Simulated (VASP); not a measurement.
A run of VASP 6.6.1:

INCAR

```
PREC = Accurate
ENCUT = 520
EDIFF = 1E-6
ISMEAR = 0
SIGMA = 0.05
LREAL = False
LASPH = True
NELM = 150
ALGO = Normal
ISIF = 2
LWAVE = False
LCHARG = True
ISPIN = 2
MAGMOM = 0.3 0.3 0.3 0.3 0.3 0.3 0.3 0.3 0.3 0.3 0.3 0.3 0.3 0.3
LORBIT = 11
GGA = PE
LELF = True
LVHAR = True
NBANDS = 45
```

KPOINTS

```
regular mesh
0
Gamma
  1 1 8
```

The input POSCAR:

```
BN
1.0
   12.8000000000      0.0000000000      0.0000000000
    0.0000000000     12.2000000000      0.0000000000
    0.0000000000      0.0000000000      4.2155131510
B N
7 7
Direct
    0.4504775010      0.3993111891      0.9868614684
    0.3671665395      0.5506978480      0.9868633829
    0.5575080930      0.5650519411      1.0147065377
    0.3660699792      0.4491100146      0.4830087354
    0.5322788974      0.4410788240      0.4768397487
    0.4425698786      0.6041218564      0.4768393450
    0.6301152165      0.6090277720      0.4332636475
    0.4493830308      0.3821084442      0.6487821720
    0.3524559485      0.5582989924      0.6487861515
    0.5529698282      0.5622995712      0.6392361141
    0.3523567643      0.4407938207      0.1454624944
    0.5472406675      0.4364248519      0.1473473935
    0.4461985827      0.6200564650      0.1473444209
    0.6538442178      0.6234032465      0.1396583880
```

Potentials or basis: VASP PAW PBE potentials, release 64 (B, N).

Command:

```console
$ cat potpaw_PBE.64/B/POTCAR potpaw_PBE.64/N/POTCAR > POTCAR
$ mpirun -np 1 vasp_std > vasp.out
```

Hardware: 1 thread of Intel Xeon 8259CL, on a shared host.

Q: Estimate the wall time of this run.

A: Run time: 24 min on 1 thread of Intel Xeon 8259CL (shared host), peak memory 0.95 GiB. Counts: scf iterations 27, k points 5.
